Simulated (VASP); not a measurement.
**Os: single point with PBE**

Os:

```xyz
2
Lattice="2.7559 0.0000 0.0000 -1.3780 2.3867 0.0000 0.0000 0.0000 4.3427" Properties=species:S:1:pos:R:3 pbc="T T T"
Os    0.0000    1.5911    1.0857
Os    1.3780    0.7956    3.2570
```

- Program: VASP 6.6.1
- Task: single point
- Functional: PBE
- Potentials or basis: VASP PAW PBE potentials, release 64 (Os)
- Cutoff: 520 eV
- k mesh: 13 × 13 × 7
- Occupations: methfessel-paxton, width 0.03 eV
- Spin: no spin polarisation

The pressure is -0.4 GPa. The band gap on the k mesh is zero (bands 8 and 9 overlap by 3.69 eV).

Stress tensor (GPa, compression positive):
```
-0.21  0.00  0.00
 0.00 -0.21  0.00
 0.00  0.00 -0.73
```

Levels at points of the mesh, in eV from the Fermi level:
```tsv
k point	band 4	band 5	band 6	band 7	band 8	band 9	band 10	band 11	band 12	band 13
(0.00, 0.00, 0.00)	-3.01	-2.73	-2.19	-2.19	-1.58	-1.58	0.01	1.59	1.59	8.82
```

It took 52 s on 1 thread of Intel Xeon 8259CL, on a shared host, peak memory 0.16 GiB.

Caveat: spin-orbit coupling is left out, which moves the levels of the heavy elements.
